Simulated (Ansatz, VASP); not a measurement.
SiC in VASP and in Ansatz

The input INCAR:

```
ALGO = Normal ; EDIFF = 1E-6
ENCUT = 600 ; GGA = PE
GGA_COMPAT = F ; ISIF = 2
ISMEAR = 0 ; LASPH = T
LCHARG = F ; LREAL = F
LWAVE = F ; NBANDS = 11
NELM = 120 ; PREC = Accurate
SIGMA = 0.01
```

Contents of KPOINTS:

```
k-points
0
Gamma
  10 10 10
```

File POSCAR:

```
SiC
1.0
    0.0000000000      2.1898629720      2.1898629720
    2.1898629720      0.0000000000      2.1898629720
    2.1898629720      2.1898629720      0.0000000000
Si C
1 1
Direct
    0.2500000000      0.2500000000      0.2500000000
    0.0000000000      0.0000000000      0.0000000000
```

Input for Ansatz:

```yaml
crystal:
  lattice:
    - [0.0, 2.1898629703, 2.1898629703]
    - [2.1898629703, 0.0, 2.1898629703]
    - [2.1898629703, 2.1898629703, 0.0]
  atoms:
    - { symbol: Si, position: [0.25, 0.25, 0.25] }
    - { symbol: C, position: [0.0, 0.0, 0.0] }
basis:
  ecutwfc: 420
  xc_grid: 2
kpoints:
  mp_grid: { grid: [10, 10, 10] }
  band_path: { path: [VBM, CBM], npoints: 2 }
hamiltonian:
  xc: pbe
scf:
  occupations: { method: gaussian, width: 0.01 }
output:
  forces: true
  stress: true
  eigenvalues: true
```

Alike in both runs: task single point; functional PBE; k mesh 10 × 10 × 10; occupations gaussian, width 0.01 eV; no spin polarisation.

|  | VASP | Ansatz |
| --- | --- | --- |
| version | VASP 6.6.1 | Ansatz 0.2.0 |
| potentials or method | VASP PAW PBE potentials, release 64 (Si, C), cutoff 600 eV | scalar-relativistic, plane waves, PAW |
| valence electrons in the cell | 8 | 8 |

Ansatz gave:

| Quantity | Value |
| --- | --- |
| gap on the k mesh at the Fermi level (eV) | 1.37 |
| least direct gap on the mesh (eV) | 4.53 |
| pressure (GPa) | 0.0 |

**Question.** Which values does VASP return?

**Answer.** gap on the k mesh at the Fermi level (eV): 1.37; least direct gap on the mesh (eV): 4.53; pressure (GPa): -0.2.

The functional is the same, so the differences come from potentials, cutoffs and numerics.
